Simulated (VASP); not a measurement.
Wanted: the native input for a VASP 6.6.1 run.

```yaml
Task: single point
Functional: PBEsol
Potentials_or_basis: VASP PAW PBE potentials, release 64 (B, N)
Cutoff: 520 eV
k_mesh: 12 × 12 × 4
Occupations: gaussian, width 0.05 eV
Spin: no spin polarisation
Dipole_correction: no
Further_INCAR_settings: ALGO = Normal; EDIFF = 1e-07; NBANDS = 16
```

The structure of BN lies in POSCAR:

```
BN
1.0
    2.4226504897      0.0000000000      0.0000000000
   -1.2113252449      2.0980768685      0.0000000000
    0.0000000000      0.0000000000      6.9723881093
B N
2 2
Direct
    0.3333333333      0.6666666667      0.2500000000
    0.6666666667      0.3333333333      0.7500000000
    0.3333333333      0.6666666667      0.7500000000
    0.6666666667      0.3333333333      0.2500000000
```

This cell differs from its parent crystal: volume 8.860 Å^3 an atom, c/a of the conventional cell 2.8780.

The input as run:

INCAR

```
PREC = Accurate
ENCUT = 520
EDIFF = 1E-7
ISMEAR = 0
SIGMA = 0.05
LREAL = False
LASPH = True
NELM = 80
ALGO = Normal
ISIF = 2
LWAVE = False
LCHARG = False
GGA = PS
NBANDS = 16
```

KPOINTS

```
Automatic mesh
0
Gamma
  12 12 4
```

Potentials or basis: VASP PAW PBE potentials, release 64 (B, N).

The run is started by

```console
$ cat potpaw_PBE.64/B/POTCAR potpaw_PBE.64/N/POTCAR > POTCAR
$ mpirun -np 1 vasp_std > vasp.out
```

It gave:

- Pressure: 26.7 GPa
- Band gap on the k mesh: 4.41 eV, indirect (least direct gap 4.84 eV)

Caveat: the PAW data sets were made with another functional, which shifts forces and pressure a little; this functional lacks dispersion, which binds the layers, so the pressure and a relaxed spacing across them are unreliable.

It took 50 s on 1 thread of Intel(R) Xeon(R) Platinum 8259CL CPU @ 2.50GHz (Skylake/Cascade Lake), on a shared host, peak memory 0.15 GiB.
